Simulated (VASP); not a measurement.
**MoS2: relaxation of cell and atoms with revPBE+D4**

Crystal: MoS2.

```xyz
6
Lattice="3.1690 0.0000 0.0000 -1.5845 2.7444 0.0000 0.0000 0.0000 12.3240" Properties=species:S:1:pos:R:3 pbc="T T T"
Mo    1.5845    0.9148    9.2430
Mo    0.0000    1.8296    3.0810
S     1.5845    0.9148    4.6461
S     0.0000    1.8296   10.8081
S     1.5845    0.9148    1.5159
S     0.0000    1.8296    7.6779
```

* Program: VASP 6.6.1
* Task: relaxation of cell and atoms
* Functional: revPBE
* Dispersion: D4
* Potentials or basis: VASP PAW PBE potentials, release 64 (Mo_sv, S)
* Cutoff: 600 eV
* k mesh: 10 × 10 × 3
* Occupations: fermi-dirac, width 0.05 eV
* Spin: no spin polarisation
* Dipole correction: no
* Further INCAR settings: ALGO = Normal; EDIFF = 1e-07; IBRION = 2; EDIFFG = -0.01; NSW = 60; ISIF = 3

| Quantity | Value |
| --- | --- |
| Relaxed volume | 16.77 Å³/atom |
| Relaxed cell | a = 3.136 Å, b = 3.136 Å, c = 11.811 Å, α = 90.00°, β = 90.00°, γ = 120.00° |
| Space group after relaxing (to 0.1 Å) | P6_3/mmc (No. 194) |
| Energy gained by relaxing | 11.5 meV/atom |
| Ionic steps | 18 |
| Pressure after relaxing | 0.0 GPa |
| Largest force after relaxing | 0.007 eV/Å |
| Band gap on the k mesh | 0.73 eV (least direct gap 1.92 eV) |
| Dispersion energy per atom | -0.832 eV |

Forces in eV/Å, atoms in the order of the input:
```
Mo   0.000  0.000  0.000
Mo   0.000  0.000  0.000
S    0.000  0.000 -0.007
S    0.000  0.000 -0.007
S    0.000  0.000  0.007
S    0.000  0.000  0.007
```

Step by step:
| step | energy change (eV) | largest force (eV/Å) | pressure (GPa) | volume (Å³) |
| --- | --- | --- | --- | --- |
| 1 | 0.0000 | 0.0653 | -3.35 | 107.18 |
| 2 | 0.0384 | 0.9234 | 5.69 | 101.49 |
| 3 | -0.0243 | 0.2968 | -0.13 | 104.95 |
| 4 | -0.0361 | 0.1564 | -0.10 | 104.08 |
| 5 | -0.0386 | 0.0884 | -0.08 | 103.66 |
| 6 | -0.0371 | 0.0462 | -0.02 | 102.81 |
| 7 | -0.0390 | 0.0529 | -0.07 | 103.43 |
| 8 | -0.0491 | 0.0495 | 0.00 | 102.79 |
| 9 | -0.0675 | 0.0351 | 0.35 | 100.86 |
| 10 | -0.0688 | 0.0249 | 0.51 | 100.18 |
| 11 | -0.0688 | 0.0276 | 0.47 | 100.33 |
| 12 | -0.0672 | 0.1234 | -1.03 | 101.12 |
| 13 | -0.0692 | 0.0221 | -0.02 | 100.59 |
| 14 | -0.0692 | 0.0203 | -0.02 | 100.58 |
| 15 | -0.0692 | 0.0182 | 0.00 | 100.57 |
| 16 | -0.0692 | 0.0192 | 0.01 | 100.57 |
| 17 | -0.0693 | 0.0062 | 0.03 | 100.62 |
| 18 | -0.0693 | 0.0065 | 0.01 | 100.60 |

Final structure:
```
Mo S
1.0
     3.13598    0.00000    0.00000
    -1.56799    2.71584    0.00000
     0.00000    0.00000   11.81138
Mo S
2 4
Direct
  0.66667 0.33333 0.75000
  0.33333 0.66667 0.25000
  0.66667 0.33333 0.38258
  0.33333 0.66667 0.88258
  0.66667 0.33333 0.11742
  0.33333 0.66667 0.61742
```

Levels at points of the mesh, in eV from the valence-band top:
| k point | band 23 | band 24 | band 25 | band 26 | band 27 | band 28 | band 29 | band 30 |
| --- | --- | --- | --- | --- | --- | --- | --- | --- |
| (0.00, 0.00, 0.00) | -2.22 | -1.40 | -0.99 | 0.00 | 2.02 | 2.02 | 2.07 | 2.07 |
| (0.50, 0.00, 0.00) | -1.91 | -1.62 | -1.56 | -1.41 | 1.58 | 1.65 | 1.94 | 2.31 |

Wall time 17 min on 1 thread of Intel(R) Xeon(R) Platinum 8488C (Sapphire Rapids) (shared host), peak memory 0.32 GiB.

Caveat: semilocal functionals underestimate gaps, and a narrow one can read as zero; the PAW data sets were made with another functional, which shifts forces and pressure a little. A k mesh can miss the band edges.
